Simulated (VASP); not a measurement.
Input of a VASP 6.6.1 run:

INCAR

```
SYSTEM = Si63O
ALGO = Normal ; EDIFF = 1E-6
ENCUT = 520 ; GGA = PE
ISIF = 2 ; ISMEAR = 0
ISPIN = 2 ; LASPH = .TRUE.
LCHARG = .FALSE. ; LORBIT = 11
LREAL = Auto ; LWAVE = .FALSE.
MAGMOM = 0 0 0 0 0 0 0 0 0 0 0 0 0 0 0 0 0 0 0 0 0 0 0 0 0 0 0 0 0 0 0 0 0 0 0 0 0 0 0 0 0 0 0 0 0 0 0 0 0 0 0 0 0 0 0 0 0 0 0 0 0 0 0 0 ; NBANDS = 171
NELM = 150 ; PREC = Accurate
SIGMA = 0.05
```

File KPOINTS:

```
k-points
0
G
  1 1 1
  0 0 0
```

POSCAR

```
Si63O
1.0
    6.6508880000      6.6508890000      3.8447710000
   -9.9763330000      3.3254440000      1.9223860000
    3.3254440000     -9.9763330000      9.6119280000
O Si
1 63
Direct
    0.0647094852      0.8340418455      0.9328723092
    0.3739030771      0.7088645418      0.7069703399
    0.1387520618      0.7098138989      0.2067775974
    0.6337649303      0.4555770129      0.4552133670
    0.8908974077      0.2001436830      0.2015738937
    0.3847747238      0.4566118874      0.9558595965
    0.6358408479      0.2007881429      0.7071365263
    0.1331623384      0.4567328548      0.4555222219
    0.3903288288      0.2127070186      0.2011953870
    0.1336840405      0.2002841826      0.7021559170
    0.8853800338      0.9553326758      0.4482397933
    0.6382716068      0.9648222636      0.9566807322
    0.8760877485      0.6991029173      0.7069588210
    0.3837729140      0.9559118154      0.4626968298
    0.6314914728      0.7141114051      0.2024983596
    0.8847261412      0.4569438373      0.9544331730
    0.1192690526      0.5521445963      0.0458565418
    0.3652790832      0.2950123874      0.7958065579
    0.6209852519      0.0458038128      0.5465624138
    0.1220784160      0.2972602934      0.2970784170
    0.3494890891      0.0634570093      0.0344141266
    0.1160198158      0.0443859180      0.5415931193
    0.8708506844      0.8013113431      0.2847357993
    0.6096563305      0.7995029996      0.7954815669
    0.8666304129      0.5449395951      0.5464145346
    0.3692131358      0.8022436189      0.3007551128
    0.6148096776      0.5465177557      0.0477058978
    0.0950197456      0.7783543791      0.8146680394
    0.3662892266      0.5508834077      0.5476196935
    0.8706884551      0.2885689535      0.7999471697
    0.6237704216      0.3010236051      0.2943040982
    0.8815818085      0.0436358199      0.0392487364
    0.0733571552      0.1384849374      0.9630176020
    0.2767205670      0.8870515481      0.7215399653
    0.5484109070      0.6383534120      0.4583411625
    0.0554688385      0.8862856957      0.1920051783
    0.3000327544      0.6391586467      0.9568287409
    0.0441361711      0.6378177284      0.4564944350
    0.8045371037      0.3855672009      0.2047938222
    0.5418826010      0.3793687153      0.7041844549
    0.7944483234      0.1345375052      0.4530625470
    0.3008080157      0.3946207266      0.2095827837
    0.5480696605      0.1438693904      0.9578543316
    0.0415336432      0.3768211067      0.7051512256
    0.2961581676      0.1331639179      0.4529859718
    0.7973750647      0.8846438644      0.7080855288
    0.5359382491      0.8921040126      0.2030712452
    0.7836678172      0.6271675189      0.9517896317
    0.2007572693      0.6081224675      0.7961592928
    0.4535199980      0.3663716931      0.5444698812
    0.7071733868      0.1180674999      0.2922774269
    0.2087713647      0.3748953551      0.0494837190
    0.4541637864      0.1159944818      0.7962299174
    0.2132853713      0.1173236351      0.2907593773
    0.9615309908      0.8516697440      0.0229417250
    0.7139119358      0.8686796253      0.5456090872
    0.9580060270      0.6214154387      0.2943747191
    0.4451963478      0.8814304394      0.0420640841
    0.6928801746      0.6133627335      0.7932519626
    0.2018151625      0.8683125548      0.5542611671
    0.4615472508      0.6257455348      0.2989744991
    0.9552482608      0.3653977272      0.5457032553
    0.7105540486      0.3727135470      0.0478092644
    0.9699676797      0.1109788796      0.8006522884
```

Potentials or basis: VASP PAW PBE potentials, release 64 (O, Si).

Command:

```bash
$ cat potpaw_PBE.64/O/POTCAR potpaw_PBE.64/Si/POTCAR > POTCAR
$ mpirun -np 1 vasp_gam > vasp.out
```

Q: What does it give for the band gap on the k mesh?

A: 0.87 eV.

Q: What does it give for the largest force?

A: 0.054 eV/Å.

Q: What does it give for the net moment?

A: 0.00 μB per cell.

Forces on the atoms (eV/Å):
```
O   -0.017 -0.026  0.016
Si  -0.002  0.001 -0.005
Si   0.002  0.003 -0.001
Si  -0.001 -0.001 -0.004
Si   0.002  0.002 -0.002
Si   0.000 -0.007  0.001
Si   0.003  0.001 -0.003
Si   0.003  0.004 -0.004
Si   0.001 -0.001 -0.002
Si  -0.002  0.004  0.004
Si  -0.002  0.000 -0.002
Si  -0.006  0.000  0.005
Si   0.000 -0.004  0.008
Si   0.000  0.001 -0.001
Si   0.000 -0.001  0.004
Si  -0.005  0.000  0.003
Si   0.004  0.000  0.003
Si   0.000  0.005  0.003
Si   0.003 -0.001  0.002
Si   0.000 -0.003 -0.001
Si   0.009  0.016  0.003
Si  -0.002  0.002 -0.003
Si  -0.001 -0.001  0.009
Si   0.001 -0.002  0.007
Si  -0.002  0.001  0.008
Si   0.003 -0.003 -0.006
Si  -0.002  0.005 -0.008
Si   0.009  0.032 -0.042
Si  -0.001 -0.001  0.002
Si  -0.002 -0.004  0.003
Si  -0.003  0.000  0.002
Si   0.004  0.003 -0.008
Si  -0.003 -0.005 -0.002
Si   0.003  0.011  0.006
Si   0.003  0.000  0.003
Si  -0.004 -0.009 -0.001
Si   0.003 -0.001 -0.004
Si   0.002 -0.002  0.000
Si   0.004 -0.003  0.002
Si  -0.006  0.002  0.003
Si   0.004 -0.004 -0.001
Si  -0.001  0.001 -0.005
Si  -0.004 -0.013 -0.005
Si  -0.004 -0.003 -0.002
Si   0.000 -0.002 -0.001
Si   0.003  0.001 -0.007
Si   0.004  0.005 -0.003
Si  -0.003 -0.003  0.003
Si   0.001  0.002  0.012
Si   0.005  0.002 -0.001
Si  -0.002  0.002  0.002
Si  -0.001  0.003 -0.001
Si   0.000 -0.005  0.004
Si  -0.001  0.002 -0.001
Si   0.013  0.003  0.021
Si  -0.004  0.000  0.000
Si   0.001  0.002 -0.008
Si  -0.007 -0.004  0.007
Si   0.005  0.001 -0.004
Si  -0.002 -0.005 -0.002
Si   0.001  0.002  0.002
Si  -0.003  0.003 -0.002
Si   0.001 -0.001 -0.001
Si  -0.004 -0.009 -0.002
```

Caveat: the k points lie up to 0.67 Å⁻¹ apart.
